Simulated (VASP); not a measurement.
# Sr2TaPO6 (I4/m) in VASP: notebook

The runs below take Sr2TaPO6 through single point, with r2SCAN.

All numbers are computed with VASP 6.6.1; they aren't measurements. Logs are shortened: lines on timing, memory, paths and dates and some standing lists are left out, and cuts for length are marked.

**1. The cell of the first run**

It takes space group I4/m (No. 87, tetragonal). The conventional cell has a = 5.548 Å, b = 5.548 Å, c = 7.856 Å, α = 90.00°, β = 90.00°, γ = 90.00°. Sr (site symmetry -4) has 12 O at 2.68 to 2.87 Å and 4 P at 3.40 Å and 4 Ta at 3.40 Å within 3.5 Å. P (site symmetry 4/m) has 6 O at 1.96 to 1.97 Å within 2.6 Å. Within 2.6 Å of Ta (site symmetry 4/m) lie 6 O at 1.96 to 1.97 Å. O (site symmetry 4) has 1 P at 1.96 Å and 1 Ta at 1.96 Å within 2.6 Å. O (site symmetry m) has 1 P at 1.97 Å and 1 Ta at 1.97 Å and 4 Sr at 2.68 to 2.87 Å and 8 O at 2.78 Å within 2.9 Å.

**2. Single point, r2SCAN**

POSCAR reads:

```
Sr2TaPO6
1.0
    0.0000000000      5.5479400000      0.0000000000
    5.5479400000      0.0000000000      0.0000000000
    2.7739700000      2.7739700000     -3.9280080000
Sr P Ta O
2 1 1 6
Direct
    0.7500000000      0.2500000000      0.5000000000
    0.2500000000      0.7500000000      0.5000000000
    0.0000000000      0.0000000000      0.0000000000
    0.5000000000      0.5000000000      0.0000000000
    0.2499000000      0.2499000000      0.5002000000
    0.7501000000      0.7501000000      0.4998000000
    0.2327000000      0.2671000000      0.0000000000
    0.2671000000      0.7673000000      0.0000000000
    0.7673000000      0.7329000000      0.0000000000
    0.7329000000      0.2327000000      0.0000000000
```

INCAR.step1 reads:

```
PREC = Accurate
ENCUT = 520
ISMEAR = -1
SIGMA = 0.1
LREAL = False
LASPH = True
NELM = 80
NBANDS = 47
GGA = PE
ALGO = Normal
EDIFF = 1E-4
LWAVE = True
LCHARG = False
```

INCAR.step2 reads:

```
PREC = Accurate
ENCUT = 520
EDIFF = 1E-7
ISMEAR = -1
SIGMA = 0.1
LREAL = False
LASPH = True
NELM = 80
ALGO = Normal
ISIF = 2
LWAVE = False
LCHARG = False
METAGGA = R2SCAN
LMIXTAU = True
NBANDS = 47
ISTART = 1
```

KPOINTS reads:

```
regular mesh
0
Gamma
  6 6 6
```

Potentials or basis: VASP PAW PBE potentials, release 64 (Sr_sv, P, Ta_pv, O).

Command:

```
$ cat potpaw_PBE.64/Sr_sv/POTCAR potpaw_PBE.64/P/POTCAR potpaw_PBE.64/Ta_pv/POTCAR potpaw_PBE.64/O/POTCAR > POTCAR
$ cp INCAR.step1 INCAR
$ mpirun -np 1 vasp_std > vasp.out
$ cp INCAR.step2 INCAR
$ mpirun -np 1 vasp_std > vasp.out
```

OUTCAR:

```text
PREC = Accurate
   ENCUT = 520
   EDIFF = 1E-7
   ISMEAR = -1
   LREAL = False
   LASPH = True
   NELM = 80
   ISIF = 2
   METAGGA = R2SCAN
   ISTART = 1

 ion  position               nearest neighbor table
   1  0.750  0.250  0.500-  10 2.68   9 2.68   7 2.68   8 2.68   5 2.77   6 2.77   6 2.77   5 2.77
                            10 2.87   9 2.87   8 2.87   7 2.87   3 3.40   3 3.40   4 3.40   4 3.40
   2  0.250  0.750  0.500-   7 2.68   8 2.68   9 2.68  10 2.68   5 2.77   6 2.77   6 2.77   5 2.77
                             9 2.87   8 2.87   7 2.87  10 2.87   3 3.40   3 3.40   4 3.40   4 3.40
   3  0.000  0.000  0.000-   5 1.96   6 1.96   7 1.97   8 1.97   9 1.97  10 1.97   1 3.40   2 3.40
                             1 3.40   2 3.40   1 3.40   2 3.40   1 3.40   2 3.40
   4  0.500  0.500  0.000-   5 1.96   6 1.96   8 1.97   9 1.97  10 1.97   7 1.97   2 3.40   1 3.40
                             2 3.40   1 3.40   2 3.40   1 3.40   2 3.40   1 3.40
   5  0.250  0.250  0.500-   3 1.96   4 1.96   1 2.77   2 2.77   1 2.77   2 2.77
   6  0.750  0.750  0.500-   3 1.96   4 1.96   2 2.77   1 2.77   1 2.77   2 2.77
   7  0.233  0.267  0.000-   3 1.97   4 1.97   2 2.68   1 2.68   1 2.87   2 2.87
   8  0.267  0.767  0.000-   3 1.97   4 1.97   2 2.68   1 2.68   2 2.87   1 2.87
   9  0.767  0.733  0.000-   3 1.97   4 1.97   1 2.68   2 2.68   1 2.87   2 2.87
  10  0.733  0.233  0.000-   3 1.97   4 1.97   1 2.68   2 2.68   2 2.87   1 2.87

  LATTYP: Found a body centered tetragonal cell.
 ALAT       =     5.5479400000
 C/A-ratio  =     1.4160239657

  Lattice vectors:

 A1 = (  -2.7739700000,   2.7739700000,   3.9280080000)
 A2 = (   2.7739700000,  -2.7739700000,   3.9280080000)
 A3 = (   2.7739700000,   2.7739700000,  -3.9280080000)

Analysis of symmetry for initial positions (statically):
=====================================================================
 Subroutine PRICEL returns:
 Original cell was already a primitive cell.

 Routine SETGRP: Setting up the symmetry group for a
 body centered tetragonal supercell.

 Subroutine GETGRP returns: Found  8 space group operations
 (whereof  8 operations were pure point group operations)
 out of a pool of 16 trial point group operations.

The static configuration has the point symmetry C_4h.

Analysis of symmetry for dynamics (positions and initial velocities):
=====================================================================
 Subroutine PRICEL returns:
 Original cell was already a primitive cell.

 Routine SETGRP: Setting up the symmetry group for a
 body centered tetragonal supercell.

 Subroutine GETGRP returns: Found  8 space group operations
 (whereof  8 operations were pure point group operations)
 out of a pool of 16 trial point group operations.

The dynamic configuration has the point symmetry C_4h.

 Subroutine INISYM returns: Found  8 space group operations
 (whereof  8 operations are pure point group operations),
 and found     1 'primitive' translations

----------------------------------------------------------------------------------------

                                     Primitive cell

  volume of cell :     120.9027

  direct lattice vectors                    reciprocal lattice vectors
     0.000000000  5.547940000  0.000000000     0.000000000  0.180247083  0.127290983
     5.547940000  0.000000000  0.000000000     0.180247083  0.000000000  0.127290983
     2.773970000  2.773970000 -3.928008000     0.000000000  0.000000000 -0.254581966

  length of vectors
     5.547940000  5.547940000  5.551492229     0.220662650  0.220662650  0.254581966

  position of ions in fractional coordinates (direct lattice)
     0.750000000  0.250000000  0.500000000
     0.250000000  0.750000000  0.500000000
     0.000000000  0.000000000  0.000000000
     0.500000000  0.500000000  0.000000000
     0.249900000  0.249900000  0.500200000
     0.750100000  0.750100000  0.499800000
     0.232700000  0.267100000  0.000000000
     0.267100000  0.767300000  0.000000000
     0.767300000  0.732900000  0.000000000
     0.732900000  0.232700000  0.000000000

  ion indices of the primitive-cell ions
   primitive index   ion index
                 1           1
                 2           2
                 3           3
                 4           4
                 5           5
                 6           6
                 7           7
                 8           8
                 9           9
                10          10

----------------------------------------------------------------------------------------

 KPOINTS: regular mesh

Automatic generation of k-mesh.
 Grid dimensions read from file:
 generate k-points for:    6    6    6

 Generating k-lattice:

  Cartesian coordinates                     Fractional coordinates (reciprocal lattice)
     0.000000000  0.030041180  0.021215164     0.166666667  0.000000000  0.000000000
     0.030041180  0.000000000  0.021215164     0.000000000  0.166666667  0.000000000
     0.000000000  0.000000000 -0.042430328     0.000000000  0.000000000  0.166666667

  Length of vectors
     0.036777108  0.036777108  0.042430328

  Shift w.r.t. Gamma in fractional coordinates (k-lattice)
     0.000000000  0.000000000  0.000000000

 Subroutine IBZKPT returns following result:
 ===========================================

 Found     36 irreducible k-points:

 Following reciprocal coordinates:
            Coordinates               Weight
  0.000000  0.000000  0.000000      1.000000
  0.166667  0.000000 -0.000000      8.000000
  0.333333  0.000000 -0.000000      8.000000
  0.500000  0.000000 -0.000000      4.000000
  0.166667  0.166667 -0.000000      8.000000
  0.333333  0.166667 -0.000000      8.000000
[... 16 lines left out ...]
  0.333333  0.333333  0.166667      8.000000
  0.500000  0.333333  0.166667      8.000000
 [... further k-points ...]
   k-points           NKPTS =     36   k-points in BZ     NKDIM =     36   number of bands    NBANDS=     47
   number of dos      NEDOS =    301   number of ions     NIONS =     10
   total plane-waves  NPLWV =  74088
   dimension x,y,z NGX =    42 NGY =   42 NGZ =   42
   dimension x,y,z NGXF=    84 NGYF=   84 NGZF=   84
   ions per type =               2   1   1   6
   NGX,Y,Z   is equivalent  to a cutoff of  12.59, 12.59, 12.58 a.u.
   NGXF,Y,Z  is equivalent  to a cutoff of  25.17, 25.17, 25.15 a.u.
 SYSTEM =  unknown system
   PREC   = accura    normal or accurate (medium, high low for compatibility)
   ISTART =      1    job   : 0-new  1-cont  2-samecut
   ICHARG =      0    charge: 1-file 2-atom 10-const
   ISPIN  =      1    spin polarized calculation?
   LNONCOLLINEAR =      F non collinear calculations
   LSORBIT =      F    spin-orbit coupling
   LASPH  =      T    aspherical Exc in radial PAW
   ENCUT  =  520.0 eV  38.22 Ry    6.18 a.u.  10.32 10.32 10.32*2*pi/ulx,y,z
   NELM   =     80;   NELMIN=  2; NELMDL=  0     # of ELM steps
   EDIFF  = 0.1E-06   stopping-criterion for ELM
   LREAL  =      F    real-space projection
   EDIFFG = 0.1E-05   stopping-criterion for IOM
   NSW    =      0    number of steps for IOM
   IBRION =     -1    ionic relax: 0-MD 1-quasi-New 2-CG
   NFREE  =      0    steps in history (QN), initial steepest desc. (CG)
   ISIF   =      2    stress and relaxation
   ISYM   =      2    0-nonsym 1-usesym 2-fastsym
   POTIM  = 0.5000    time-step for ionic-motion
   TEBEG  =    0.0;   TEEND  =   0.0 temperature during run
   PSTRESS=    0.0 pullay stress
   NELECT =      72.0000    total number of electrons
   NUPDOWN=      -1.0000    fix difference up-down
   EMIN   =  10.00;   EMAX   =-10.00  energy-range for DOS
   EFERMI =   0.00;   METHOD = LEGACY
   ISMEAR =    -1;   SIGMA  =   0.10  broadening in eV -4-tet -1-fermi 0-gaus
   EFERMI_NEDOS =   21; number of points for ismear=-14 and -15
   IALGO  =     38    algorithm
   IMIX   =      4    mixing-type and parameters
     AMIX     =   0.40;   BMIX     =  1.00
     AMIX_MAG =   1.60;   BMIX_MAG =  1.00
  volume/ion in A,a.u.               =      12.09        81.59
  Fermi-wavevector in a.u.,A,eV,Ry     =   1.377337  2.602790 25.811049  1.897059
  Thomas-Fermi vector in A             =   2.502500
   LORBIT       =      0    0 simple, 1 ext, 2 COOP (PROOUT), +10 PAW based schemes
   METAGGA = R2SCAN    functional components
   LHFCALC =     F    Hartree Fock is set to
   AEXX    =    0.0000 exact exchange contribution
   IVDW    =     0    specifies the selected vdW correction
   LEPSILON=     F    determine dielectric tensor
   LRPA    =     F    only Hartree local field effects (RPA)
 non-spin polarized calculation
  energy-cutoff  :      520.00
  volume of cell :      120.90
 maximum number of plane-waves:      3287
 NGX is ok and might be reduce to    42
   NGX = 21   NGY = 21   NGZ = 21

 number of electron      71.9999994 magnetization

 Free energy of the ion-electron system (eV)
  ---------------------------------------------------
  ext. energy  EPLUGINS =         0.00000000
  ---------------------------------------------------
  free energy    TOTEN  =      -149.25248782 eV

  energy without entropy =     -149.24469758  energy(sigma->0) =     -149.24859270

 E-fermi :   7.4629     XC(G=0): -11.9062

 val. band max:        7.3478586102   @ k =   0.5000   0.0000  -0.0000
 cond. band min:       7.7244942530   @ k =   0.0000   0.0000   0.0000
 fundamental gap:      0.3766356428
 Fermi energy:         7.4629238650

 k-point     1 :       0.0000    0.0000    0.0000
  band No.  band energies     occupation
      1     -31.5194      2.00000
      2     -31.5076      2.00000
      3     -31.5076      2.00000
      4     -30.5789      2.00000
      5     -30.5203      2.00000
      6     -15.9734      2.00000
[... 39 lines left out ...]
     46      12.5748      0.00000
     47      12.6288      0.00000
[... 1148 lines left out ...]
     46      12.2207      0.00000
     47      12.4114      0.00000

 [... further k-points ...]

------------------------ aborting loop because EDIFF is reached ----------------------------------------

  FORCE on cell =-STRESS in cart. coord.  units (eV):
  Direction    XX          YY          ZZ          XY          YZ          ZX
  --------------------------------------------------------------------------------------
  -------------------------------------------------------------------------------------
  Total        8.8193142      8.8193142      9.1378455      0.0000013      0.0000000      0.0000000
  in kB      116.8717441    116.8717441    121.0928547      0.0000178      0.0000000      0.0000000
  external PRESSURE =     118.2787810 kB  Pullay stress =       0.0000000 kB

 VOLUME and BASIS-vectors are now :
 -----------------------------------------------------------------------------
  energy-cutoff  :      520.00
  volume of cell :      120.90
      direct lattice vectors                 reciprocal lattice vectors
     0.000000000  5.547940000  0.000000000     0.000000000  0.180247083  0.127290983
     5.547940000  0.000000000  0.000000000     0.180247083  0.000000000  0.127290983
     2.773970000  2.773970000 -3.928008000     0.000000000  0.000000000 -0.254581966

 POSITION                                       TOTAL-FORCE (eV/Angst)
 -----------------------------------------------------------------------------------
      2.77397      5.54794     -1.96400         0.000000      0.000000     -0.000000
      5.54794      2.77397     -1.96400         0.000000      0.000000      0.000000
      0.00000      0.00000      0.00000         0.000000      0.000000      0.000000
      2.77397      2.77397      0.00000         0.000000      0.000000      0.000000
      2.77397      2.77397     -1.96479         0.000000      0.000000      0.497637
      5.54794      5.54794     -1.96322        -0.000000     -0.000000     -0.497637
      1.48185      1.29101      0.00000         0.513768      0.199407      0.000000
      4.25693      1.48185      0.00000        -0.199407      0.513768      0.000000
      4.06609      4.25693      0.00000        -0.513768     -0.199407      0.000000
      1.29101      4.06609      0.00000         0.199407     -0.513768      0.000000
 -----------------------------------------------------------------------------------
    total drift:                                0.000000      0.000000     -0.000000

  FREE ENERGIE OF THE ION-ELECTRON SYSTEM (eV)
  ---------------------------------------------------
  free  energy   TOTEN  =      -149.2524878172 eV

  energy  without entropy=     -149.2446975752  energy(sigma->0) =     -149.24859270
```

Run time: 20 min. Hardware: 1 thread of Intel Xeon Platinum 8259CL at 2.50GHz (Skylake/Cascade Lake), shared host; peak memory 0.41 GiB.

Results:

- Free energy: -149.2525 eV
- Pressure: 11.8 GPa
- Largest force: 0.551 eV/Å
- Band gap on the k mesh: 0.38 eV (least direct gap 0.73 eV)

Forces on the atoms (eV/Å):
```
Sr   0.000  0.000  0.000
Sr   0.000  0.000  0.000
P    0.000  0.000  0.000
Ta   0.000  0.000  0.000
O    0.000  0.000  0.498
O    0.000  0.000 -0.498
O    0.514  0.199  0.000
O   -0.199  0.514  0.000
O   -0.514 -0.199  0.000
O    0.199 -0.514  0.000
```

Stress tensor (GPa, compression positive):
```
11.69  0.00  0.00
 0.00 11.69  0.00
 0.00  0.00 12.11
```

Caveat: the cell stands under pressure; the PAW data sets were made with another functional, which shifts forces and pressure a little; spin-orbit coupling is left out, which moves the levels of the heavy elements. A k mesh can miss the band edges.

**3. Single point, r2SCAN**

This run uses another cell than the first one, of 12.42 Å³/atom.

POSCAR reads:

```
Sr2TaPO6
1.0
    0.0000000000      5.5444035121      0.0000000000
    5.5444035121      0.0000000000      0.0000000000
    2.7722017561      2.7722017561     -4.0396073040
Sr P Ta O
2 1 1 6
Direct
    0.7500000000      0.2500000000      0.5000000000
    0.2500000000      0.7500000000      0.5000000000
    0.0000000000      0.0000000000      0.0000000000
    0.5000000000      0.5000000000      0.0000000000
    0.2552383683      0.2552383683      0.4895232634
    0.7447616317      0.7447616317      0.5104767366
    0.2029511148      0.3033013723      0.0000000000
    0.3033013723      0.7970488852      0.0000000000
    0.7970488852      0.6966986277      0.0000000000
    0.6966986277      0.2029511148      0.0000000000
```

INCAR.step1 reads:

```
SYSTEM = Sr2TaPO6
  ALGO = Normal
  EDIFF = 1E-5
  ENCUT = 770
  GGA = PE
  GGA_COMPAT = .FALSE.
  ISMEAR = -1
  LASPH = .TRUE.
  LCHARG = .FALSE.
  LREAL = .FALSE.
  LWAVE = .TRUE.
  NBANDS = 48
  NELM = 120
  PREC = Accurate
  SIGMA = 0.1
```

INCAR.step2 reads:

```
SYSTEM = Sr2TaPO6
  ALGO = Normal
  EDIFF = 1E-6
  ENCUT = 770
  GGA_COMPAT = .FALSE.
  ISIF = 2
  ISMEAR = -1
  ISTART = 1
  LASPH = .TRUE.
  LCHARG = .FALSE.
  LMIXTAU = .TRUE.
  LREAL = .FALSE.
  LWAVE = .FALSE.
  METAGGA = R2SCAN
  NBANDS = 48
  NELM = 120
  PREC = Accurate
  SIGMA = 0.1
```

KPOINTS reads:

```
k-points
0
G
  5 5 5
  0 0 0
```

Potentials or basis: VASP PAW PBE potentials, release 64 (Sr_sv, P, Ta_sv_GW, O).

Command:

```
$ cat potpaw_PBE.64/Sr_sv/POTCAR potpaw_PBE.64/P/POTCAR potpaw_PBE.64/Ta_sv_GW/POTCAR potpaw_PBE.64/O/POTCAR > POTCAR
$ cp INCAR.step1 INCAR
$ mpirun -np 1 vasp_std > vasp.out
$ cp INCAR.step2 INCAR
$ mpirun -np 1 vasp_std > vasp.out
```

It took 14 min on 1 thread of Intel Xeon Platinum 8488C (Sapphire Rapids), shared host; peak memory 0.53 GiB.

Results (log left out):

```
Free energy            : -152.3495 eV
Pressure               : 5.3 GPa
Largest force          : 0.053 eV/Å
Band gap on the k mesh : 1.66 eV
```

Forces on the atoms (eV/Å):
```
Sr   0.000  0.000  0.000
Sr   0.000  0.000  0.000
P    0.000  0.000  0.000
Ta   0.000  0.000  0.000
O    0.000  0.000 -0.053
O    0.000  0.000  0.053
O   -0.049 -0.015  0.000
O    0.015 -0.049  0.000
O    0.049  0.015  0.000
O   -0.015  0.049  0.000
```

Stress tensor (GPa, compression positive):
```
5.27 0.00 0.00
0.00 5.27 0.00
0.00 0.00 5.40
```

Levels at points of the mesh, in eV from the valence-band top:
```tsv
k point	band 33	band 34	band 35	band 36	band 37	band 38	band 39	band 40	band 41	band 42
(0.00, 0.00, 0.00)	-3.42	-3.42	-3.10	-3.10	-1.15	1.77	1.77	2.01	3.14	3.49
```

Caveat: the cell stands under pressure; the PAW data sets were made with another functional, which shifts forces and pressure a little; spin-orbit coupling is left out, which moves the levels of the heavy elements.
